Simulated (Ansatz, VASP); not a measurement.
**Al: VASP beside Ansatz**

```
CELL_PARAMETERS angstrom
2.92950 0.00000 0.00000
-1.46475 2.53702 0.00000
0.00000 0.00000 4.86090
ATOMIC_POSITIONS crystal
Al 0.66667 0.33333 0.75000
Al 0.33333 0.66667 0.25000
```

Alike in both runs: task single point; functional PBEsol; k mesh 18 × 18 × 10; occupations gaussian, width 0.15 eV; no spin polarisation.

|  | VASP | Ansatz |
| --- | --- | --- |
| version | VASP 6.6.1 | Ansatz 0.2.0 |
| potentials or method | VASP PAW PBE potentials, release 64 (Al), cutoff 520 eV | scalar-relativistic, plane waves, PAW |
| valence electrons in the cell | 6 | 6 |

VASP gave:

```
gap on the k mesh at the Fermi level (eV)                     : none
pressure (GPa)                                                : -6.3
traceless stress, the component that is largest in VASP (GPa) : -0.07
```

Q: Estimate Ansatz's values.

A: gap on the k mesh at the Fermi level (eV): none; pressure (GPa): -6.4; traceless stress, the component that is largest in VASP (GPa): -0.07.

VASP's potentials were made for PBE, not for PBEsol, and Ansatz warns of the same on its side. A gap of «none» marks a metal or a gap that the smearing closes. The functional is the same, so the differences come from potentials, cutoffs and numerics.
